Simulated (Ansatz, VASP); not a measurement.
# AlN: VASP beside Ansatz

```
CELL_PARAMETERS angstrom
0.00000 2.18488 2.16303
2.18488 0.00000 2.16303
2.18488 2.18488 0.00000
ATOMIC_POSITIONS crystal
Al 0.00000 0.00000 0.00000
N 0.25000 0.25000 0.25000
```

Change from the starting cell: uniaxial_z strain -1.0%.

Alike in both runs: task single point; functional PBE; k mesh 10 × 10 × 10; occupations fermi-dirac, width 0.02 eV; no spin polarisation.

```csv
,VASP,Ansatz
version,VASP 6.6.1,Ansatz 0.2.0
potentials or method,"VASP PAW PBE potentials, release 64 (Al, N)","plane waves, PAW"
plane-wave cutoff (eV),520,420
valence electrons in the cell,8,8
```

|  | VASP | Ansatz | Ansatz less VASP |
| --- | --- | --- | --- |
| gap on the k mesh at the Fermi level (eV) | 3.26 | 3.27 | +0.009 |
| pressure (GPa) | 6.5 | 6.8 | +0.27 |
| traceless stress, the component that is largest in VASP (GPa) | 0.84 | 0.83 | -0.007 |
